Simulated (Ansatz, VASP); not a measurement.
Two plane-wave programs on Rb3S4

```
CELL_PARAMETERS angstrom
3.74749 0.00000 0.00000
0.00000 3.74749 0.00000
0.00000 0.00000 15.94152
ATOMIC_POSITIONS crystal
Rb 0.00000 0.00000 0.82346
Rb 0.50000 0.50000 0.50000
Rb 0.00000 0.00000 0.17654
S 0.50000 0.00000 0.66318
S 0.00000 0.50000 0.33682
S 0.50000 0.00000 0.00052
S 0.00000 0.50000 0.99948
```

Change from the starting cell: ordered vacancies on the cation sites of zinc blende (P-4m2, No. 115).

Alike in both runs: functional PBE; k mesh 8 × 8 × 4; occupations gaussian, width 0.1 eV; no spin polarisation.

Ansatz relaxed the structure, and its values are those at the end. VASP's run is a single point on that final structure, the one shown.

```csv
,VASP,Ansatz
version,VASP 6.6.1,Ansatz 0.2.0
potentials or method,"VASP PAW PBE potentials, release 64 (Rb_sv, S), cutoff 520 eV","scalar-relativistic, plane waves, PAW"
valence electrons in the cell,51,51
```

```csv
,VASP,Ansatz,Ansatz less VASP
gap on the k mesh at the Fermi level (eV),none,none,-
pressure (GPa),0.0,0.0,-0.02
```

A gap of «none» marks a metal or a gap that the smearing closes. With one functional, cell and mesh, what is left measures potentials, basis and numerics.
